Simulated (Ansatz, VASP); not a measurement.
# Two plane-wave programs on CaPtS3

```xyz
10
Lattice="3.4969 2.0189 4.6234 -3.4969 2.0189 4.6234 0.0000 -4.0379 4.6234" Properties=species:S:1:pos:R:3 pbc="T T T"
Ca    0.0000    0.0000   10.4027
Ca    0.0000    0.0000    3.4676
Pt    0.0000    0.0000    6.9351
Pt    0.0000    0.0000    0.0000
S     2.1210   -0.3642    8.0910
S    -0.7451    2.0189    8.0910
S    -1.3759   -1.6547    8.0910
S    -2.1210    0.3642    5.7793
S     0.7451   -2.0189    5.7793
S     1.3759    1.6547    5.7793
```

Alike in both runs: functional PBE; k mesh 4 × 4 × 4; occupations gaussian, width 0.1 eV; no spin polarisation.

Ansatz relaxed the structure, and its values are those at the end. VASP's run is a single point on that final structure, the one shown.

|  | VASP | Ansatz |
| --- | --- | --- |
| version | VASP 6.6.1 | Ansatz 0.2.0 |
| potentials or method | VASP PAW PBE potentials, release 64 (Ca_sv, Pt, S), cutoff 520 eV | scalar-relativistic, plane waves, PAW |
| valence electrons in the cell | 76 | 92 |

```tsv
	VASP	Ansatz	Ansatz less VASP
gap on the k mesh at the Fermi level (eV)	none	none	-
pressure (GPa)	0.1	0.1	+0.09
rms of the force components (eV/Å)	0.014	0.004	-0.0102
```

A gap of «none» marks a metal or a gap that the smearing closes. With one functional, cell and mesh, what is left measures potentials, basis and numerics. VASP's potentials hold 76 valence electrons a cell and Ansatz's 92, so a difference there can come from the potentials and not from the codes.

Neither program's run includes spin-orbit coupling.
